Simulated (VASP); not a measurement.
# Al7Ni8 (a cell with a defect) (vacancy hop of Al) in VASP: single point with PBE

Aim: the single point of Al7Ni8 (a cell with a defect) (vacancy hop of Al) with PBE.

All numbers are computed with VASP 6.6.1; they aren't measurements. Logs are shortened: lines on timing, memory, paths and dates and some standing lists are left out, and cuts for length are marked.

## (1) The cell of the first run

The cell holds a defect, 15 atoms: a = 5.784 Å, b = 5.784 Å, c = 5.784 Å, α = 90.00°, β = 90.00°, γ = 90.00°.

## (2) Single point, PBE

File INCAR:

```
PREC     = Accurate       # precision mode
ENCUT    = 520            # plane-wave cutoff, eV
EDIFF    = 1E-6           # SCF threshold, eV
ISMEAR   = 1              # smearing method
SIGMA    = 0.1            # smearing width, eV
LREAL    = Auto         
LASPH    = True           # aspherical terms in the spheres
NELM     = 60             # most SCF steps
ALGO     = Normal         # electronic algorithm
ISIF     = 2              # what is computed and relaxed
LWAVE    = False          # write WAVECAR
LCHARG   = False          # write CHGCAR
GGA      = PE             # functional
NBANDS   = 64             # bands
```

File KPOINTS:

```
regular mesh
0
Gamma
  3 3 3
```

File POSCAR:

```
Al7Ni8
1.0
    5.7836525300      0.0000000000      0.0000000000
    0.0000000000      5.7836525300      0.0000000000
    0.0000000000      0.0000000000      5.7836525300
Ni Al
8 7
Direct
   -0.0268643386     -0.0287885552      0.0002472486
    0.0122604184      0.0104615552      0.5002364829
   -0.0270362023      0.5268245255      0.0002386035
    0.0120842322      0.4877056471      0.5002447822
    0.5281555184     -0.0283850040      0.0002437906
    0.4890513366      0.0107499542      0.5002404596
    0.5286821752      0.5267755945      0.0002379119
    0.4894438221      0.4876347577      0.5002442635
    0.2505076148      0.2493981083      1.0002355726
    0.2507368817      0.7488510033      0.2477704171
    0.2507363630      0.7488620690      0.7527105021
    0.7508839747      0.2490981248      0.2477621179
    0.7508865682      0.2490958771      0.7527188014
    0.7505820893      0.7493354723      0.2765935526
    0.7505845100      0.7493442902      0.7238884041
```

Potentials or basis: VASP PAW PBE potentials, release 64 (Ni, Al).

On the command line:

```
$ cat potpaw_PBE.64/Ni/POTCAR potpaw_PBE.64/Al/POTCAR > POTCAR
$ mpirun -np 1 vasp_std > vasp.out
```

OUTCAR:

```text
PREC = Accurate
   ENCUT = 520
   EDIFF = 1E-6
   ISMEAR = 1
   LREAL = Auto
   LASPH = True
   NELM = 60
   ISIF = 2
   GGA = PE

 ion  position               nearest neighbor table
   1  0.973  0.971  0.000-   9 2.27  14 2.42  15 2.42  10 2.51  11 2.51  12 2.51  13 2.51   3 2.57
                             5 2.57   2 2.91   2 2.91
   2  0.012  0.010  0.500-  15 2.50  14 2.50  12 2.51  13 2.51  11 2.51  10 2.51   6 2.76   4 2.76
                             1 2.91   1 2.91   4 3.02   6 3.03
   3  0.973  0.527  0.000-   9 2.27  14 2.42  15 2.42  13 2.51  12 2.51  10 2.51  11 2.51   7 2.57
                             1 2.57   4 2.91   4 2.91
   4  0.012  0.488  0.500-  15 2.50  14 2.50  10 2.51  11 2.51  13 2.51  12 2.51   2 2.76   8 2.76
                             3 2.91   3 2.91   8 3.02   2 3.02
   5  0.528  0.972  0.000-   9 2.27  14 2.42  15 2.42  11 2.51  10 2.51  12 2.51  13 2.51   7 2.57
                             1 2.57   6 2.91   6 2.91
   6  0.489  0.011  0.500-  15 2.50  14 2.50  12 2.52  13 2.52  11 2.52  10 2.52   2 2.76   8 2.76
                             5 2.91   5 2.91   8 3.03   2 3.03
   7  0.529  0.527  0.000-   9 2.27  14 2.42  15 2.42  13 2.51  12 2.51  10 2.51  11 2.51   3 2.57
                             5 2.57   8 2.91   8 2.91
   8  0.489  0.488  0.500-  14 2.50  15 2.50  10 2.51  11 2.51  13 2.51  12 2.51   6 2.76   4 2.76
                             7 2.91   7 2.91   4 3.02   6 3.03
   9  0.251  0.249  0.000-   3 2.27   5 2.27   7 2.27   1 2.27  10 3.22  11 3.22  13 3.22  12 3.22
                            13 3.23  12 3.23  11 3.23  10 3.23
  10  0.251  0.749  0.248-   3 2.51   1 2.51   7 2.51   5 2.51   4 2.51   8 2.51   2 2.51   6 2.52
                            11 2.86  14 2.90  14 2.90  11 2.92   9 3.22   9 3.23
  11  0.251  0.749  0.753-   3 2.51   1 2.51   7 2.51   5 2.51   4 2.51   8 2.51   2 2.51   6 2.52
                            10 2.86  15 2.90  15 2.90  10 2.92   9 3.22   9 3.23
  12  0.751  0.249  0.248-   3 2.51   7 2.51   5 2.51   1 2.51   4 2.51   8 2.51   2 2.51   6 2.52
                            13 2.86  14 2.90  14 2.90  13 2.92   9 3.22   9 3.23
  13  0.751  0.249  0.753-   3 2.51   7 2.51   5 2.51   1 2.51   4 2.51   8 2.51   2 2.51   6 2.52
                            12 2.86  15 2.90  15 2.90  12 2.92   9 3.22   9 3.23
  14  0.751  0.749  0.277-   1 2.42   7 2.42   5 2.42   3 2.42   2 2.50   8 2.50   6 2.50   4 2.50
                            15 2.59  12 2.90  10 2.90  10 2.90  12 2.90  15 3.20
  15  0.751  0.749  0.724-   1 2.42   7 2.42   5 2.42   3 2.42   2 2.50   8 2.50   6 2.50   4 2.50
                            14 2.59  13 2.90  11 2.90  11 2.90  13 2.90  14 3.20

  LATTYP: Found a simple cubic cell.
 ALAT       =     5.7836525300

  Lattice vectors:

 A1 = (   5.7836525300,   0.0000000000,   0.0000000000)
 A2 = (   0.0000000000,   5.7836525300,   0.0000000000)
 A3 = (   0.0000000000,   0.0000000000,   5.7836525300)

Analysis of symmetry for initial positions (statically):
=====================================================================
 Subroutine PRICEL returns:
 Original cell was already a primitive cell.

 Routine SETGRP: Setting up the symmetry group for a
 simple cubic supercell.

 Subroutine GETGRP returns: Found  1 space group operations
 (whereof  1 operations were pure point group operations)
 out of a pool of 48 trial point group operations.

The static configuration has the point symmetry C_1 .

Analysis of symmetry for dynamics (positions and initial velocities):
=====================================================================
 Subroutine PRICEL returns:
 Original cell was already a primitive cell.

 Routine SETGRP: Setting up the symmetry group for a
 simple cubic supercell.

 Subroutine GETGRP returns: Found  1 space group operations
 (whereof  1 operations were pure point group operations)
 out of a pool of 48 trial point group operations.

The dynamic configuration has the point symmetry C_1 .

 Subroutine INISYM returns: Found  1 space group operations
 (whereof  1 operations are pure point group operations),
 and found     1 'primitive' translations

----------------------------------------------------------------------------------------

                                     Primitive cell

  volume of cell :     193.4669

  direct lattice vectors                    reciprocal lattice vectors
     5.783652530  0.000000000  0.000000000     0.172901120  0.000000000  0.000000000
     0.000000000  5.783652530  0.000000000     0.000000000  0.172901120  0.000000000
     0.000000000  0.000000000  5.783652530     0.000000000  0.000000000  0.172901120

  length of vectors
     5.783652530  5.783652530  5.783652530     0.172901120  0.172901120  0.172901120

  position of ions in fractional coordinates (direct lattice)
     0.973135661  0.971211445  0.000247249
     0.012260418  0.010461555  0.500236483
     0.972963798  0.526824525  0.000238604
     0.012084232  0.487705647  0.500244782
     0.528155518  0.971614996  0.000243791
     0.489051337  0.010749954  0.500240460
     0.528682175  0.526775595  0.000237912
     0.489443822  0.487634758  0.500244264
     0.250507615  0.249398108  0.000235573
[... 34 lines left out ...]

  Cartesian coordinates                     Fractional coordinates (reciprocal lattice)
     0.057633707  0.000000000  0.000000000     0.333333333  0.000000000  0.000000000
     0.000000000  0.057633707  0.000000000     0.000000000  0.333333333  0.000000000
     0.000000000  0.000000000  0.057633707     0.000000000  0.000000000  0.333333333

  Length of vectors
     0.057633707  0.057633707  0.057633707

  Shift w.r.t. Gamma in fractional coordinates (k-lattice)
     0.000000000  0.000000000  0.000000000

 Subroutine IBZKPT returns following result:
 ===========================================

 Found     14 irreducible k-points:

 Following reciprocal coordinates:
            Coordinates               Weight
  0.000000  0.000000  0.000000      1.000000
  0.333333  0.000000  0.000000      2.000000
  0.000000  0.333333  0.000000      2.000000
  0.000000  0.000000  0.333333      2.000000
  0.333333  0.333333  0.000000      2.000000
  0.000000  0.333333  0.333333      2.000000
  0.333333  0.000000  0.333333      2.000000
 -0.333333  0.333333  0.000000      2.000000
 -0.333333  0.000000  0.333333      2.000000
  0.000000 -0.333333  0.333333      2.000000
  0.333333  0.333333  0.333333      2.000000
 -0.333333  0.333333  0.333333      2.000000
 -0.333333 -0.333333  0.333333      2.000000
  0.333333 -0.333333  0.333333      2.000000
   k-points           NKPTS =     14   k-points in BZ     NKDIM =     14   number of bands    NBANDS=     64
   number of dos      NEDOS =    301   number of ions     NIONS =     15
   total plane-waves  NPLWV = 110592
   dimension x,y,z NGX =    48 NGY =   48 NGZ =   48
   dimension x,y,z NGXF=    96 NGYF=   96 NGZF=   96
   ions per type =               8   7
   NGX,Y,Z   is equivalent  to a cutoff of  13.80, 13.80, 13.80 a.u.
   NGXF,Y,Z  is equivalent  to a cutoff of  27.59, 27.59, 27.59 a.u.
 SYSTEM =  unknown system
   PREC   = accura    normal or accurate (medium, high low for compatibility)
   ISTART =      0    job   : 0-new  1-cont  2-samecut
   ICHARG =      2    charge: 1-file 2-atom 10-const
   ISPIN  =      1    spin polarized calculation?
   LNONCOLLINEAR =      F non collinear calculations
   LSORBIT =      F    spin-orbit coupling
   LASPH  =      T    aspherical Exc in radial PAW
   ENCUT  =  520.0 eV  38.22 Ry    6.18 a.u.  10.75 10.75 10.75*2*pi/ulx,y,z
   NELM   =     60;   NELMIN=  2; NELMDL= -5     # of ELM steps
   EDIFF  = 0.1E-05   stopping-criterion for ELM
   LREAL  =      T    real-space projection
   EDIFFG = 0.1E-04   stopping-criterion for IOM
   NSW    =      0    number of steps for IOM
   IBRION =     -1    ionic relax: 0-MD 1-quasi-New 2-CG
   NFREE  =      0    steps in history (QN), initial steepest desc. (CG)
   ISIF   =      2    stress and relaxation
   ISYM   =      2    0-nonsym 1-usesym 2-fastsym
   POTIM  = 0.5000    time-step for ionic-motion
   TEBEG  =    0.0;   TEEND  =   0.0 temperature during run
   PSTRESS=    0.0 pullay stress
   NELECT =     101.0000    total number of electrons
   NUPDOWN=      -1.0000    fix difference up-down
   EMIN   =  10.00;   EMAX   =-10.00  energy-range for DOS
   EFERMI =   0.00;   METHOD = LEGACY
   ISMEAR =     1;   SIGMA  =   0.10  broadening in eV -4-tet -1-fermi 0-gaus
   EFERMI_NEDOS =   21; number of points for ismear=-14 and -15
   IALGO  =     38    algorithm
   IMIX   =      4    mixing-type and parameters
     AMIX     =   0.40;   BMIX     =  1.00
     AMIX_MAG =   1.60;   BMIX_MAG =  1.00
  volume/ion in A,a.u.               =      12.90        87.04
  Fermi-wavevector in a.u.,A,eV,Ry     =   1.318195  2.491028 23.642012  1.737639
  Thomas-Fermi vector in A             =   2.448182
   LORBIT       =      0    0 simple, 1 ext, 2 COOP (PROOUT), +10 PAW based schemes
   GGA     = PE    functional components
   LHFCALC =     F    Hartree Fock is set to
   AEXX    =    0.0000 exact exchange contribution
   IVDW    =     0    specifies the selected vdW correction
   LEPSILON=     F    determine dielectric tensor
   LRPA    =     F    only Hartree local field effects (RPA)
 non-spin polarized calculation
 Methfessel and Paxton  Order N= 1 SIGMA  =   0.10
  energy-cutoff  :      520.00
  volume of cell :      193.47
 maximum number of plane-waves:      5213
 NGX is ok and might be reduce to    48
   NGX = 21   NGY = 21   NGZ = 21

 number of electron     101.0000044 magnetization

 Free energy of the ion-electron system (eV)
  ---------------------------------------------------
  ext. energy  EPLUGINS =         0.00000000
  ---------------------------------------------------
  free energy    TOTEN  =       -76.50664407 eV

  energy without entropy =      -76.50274092  energy(sigma->0) =      -76.50534302

 E-fermi :   8.9418     XC(G=0): -11.6531

 val. band max:        8.8845430321   @ k =   0.3333   0.3333   0.0000
 cond. band min:       8.9852857505   @ k =   0.3333   0.0000   0.3333
 fundamental gap:      0.1007427184
 Fermi energy:         8.9418061257

 k-point     1 :       0.0000    0.0000    0.0000
  band No.  band energies     occupation
      1      -1.7369      2.00000
      2       2.0446      2.00000
      3       2.1655      2.00000
      4       2.4829      2.00000
      5       2.6264      2.00000
      6       2.6265      2.00000
[... 899 lines left out ...]
     61      12.7090      0.00000
     62      12.9642      0.00000
 [bands above 62 left out]

------------------------ aborting loop because EDIFF is reached ----------------------------------------

  FORCE on cell =-STRESS in cart. coord.  units (eV):
  Direction    XX          YY          ZZ          XY          YZ          ZX
  --------------------------------------------------------------------------------------
  -------------------------------------------------------------------------------------
  Total        1.8923065      1.8951962     -4.1067084     -0.0045558     -0.0003354     -0.0000310
  in kB       15.6709560     15.6948863    -34.0093138     -0.0377281     -0.0027774     -0.0002567
  external PRESSURE =      -0.8811572 kB  Pullay stress =       0.0000000 kB

 VOLUME and BASIS-vectors are now :
 -----------------------------------------------------------------------------
  energy-cutoff  :      520.00
  volume of cell :      193.47
      direct lattice vectors                 reciprocal lattice vectors
     5.783652530  0.000000000  0.000000000     0.172901120  0.000000000  0.000000000
     0.000000000  5.783652530  0.000000000     0.000000000  0.172901120  0.000000000
     0.000000000  0.000000000  5.783652530     0.000000000  0.000000000  0.172901120

 POSITION                                       TOTAL-FORCE (eV/Angst)
 -----------------------------------------------------------------------------------
      5.62828      5.61715      0.00143         0.001287      0.007805     -0.000152
      0.07091      0.06051      2.89319        -0.005735     -0.006348      0.000057
      5.62728      3.04697      0.00138        -0.007167      0.008027     -0.000162
      0.06989      2.82072      2.89324        -0.006578      0.006821     -0.000046
      3.05467      5.61948      0.00141         0.005153     -0.003537     -0.000115
      2.82850      0.06217      2.89322         0.008334     -0.008086     -0.000125
      3.05771      3.04669      0.00138        -0.008075     -0.002341     -0.000132
      2.83077      2.82031      2.89324         0.006070      0.005508      0.000015
      1.44885      1.44243      0.00136         0.009159     -0.007922      0.000140
      1.45018      4.33109      1.43302         0.000779      0.004555     -0.004587
      1.45017      4.33116      4.35342         0.000654      0.005191      0.003807
      4.34285      1.44070      1.43297        -0.003549     -0.001212     -0.005041
      4.34287      1.44068      4.35346        -0.003732     -0.001087      0.003603
      4.34111      4.33390      1.59972         0.002370     -0.004691     -0.024264
      4.34112      4.33395      4.18672         0.001031     -0.002683      0.027001
 -----------------------------------------------------------------------------------
    total drift:                               -0.010993      0.010663      0.000418

  FREE ENERGIE OF THE ION-ELECTRON SYSTEM (eV)
  ---------------------------------------------------
  free  energy   TOTEN  =       -76.5066440675 eV

  energy  without entropy=      -76.5027409225  energy(sigma->0) =      -76.50534302
```

Run time: 4.4 min. Hardware: 1 thread of AMD EPYC 9R45 (Zen 5), shared host; peak memory 0.34 GiB.

Results:

| Quantity | Value |
| --- | --- |
| Free energy | -76.5066 eV |
| Pressure | -0.1 GPa |
| Largest force | 0.027 eV/Å |

Forces in eV/Å, atoms in the order of the input:
```
Ni   0.001  0.008  0.000
Ni  -0.006 -0.006  0.000
Ni  -0.007  0.008  0.000
Ni  -0.007  0.007  0.000
Ni   0.005 -0.004  0.000
Ni   0.008 -0.008  0.000
Ni  -0.008 -0.002  0.000
Ni   0.006  0.006  0.000
Al   0.009 -0.008  0.000
Al   0.001  0.005 -0.005
Al   0.001  0.005  0.004
Al  -0.004 -0.001 -0.005
Al  -0.004 -0.001  0.004
Al   0.002 -0.005 -0.024
Al   0.001 -0.003  0.027
```

Stress tensor (GPa, compression positive):
```
 1.57  0.00  0.00
 0.00  1.57  0.00
 0.00  0.00 -3.40
```

Caveat: the k points lie up to 0.36 Å⁻¹ apart. Spin polarisation is off, so any magnetic state and its effect on volume and gap are missing.
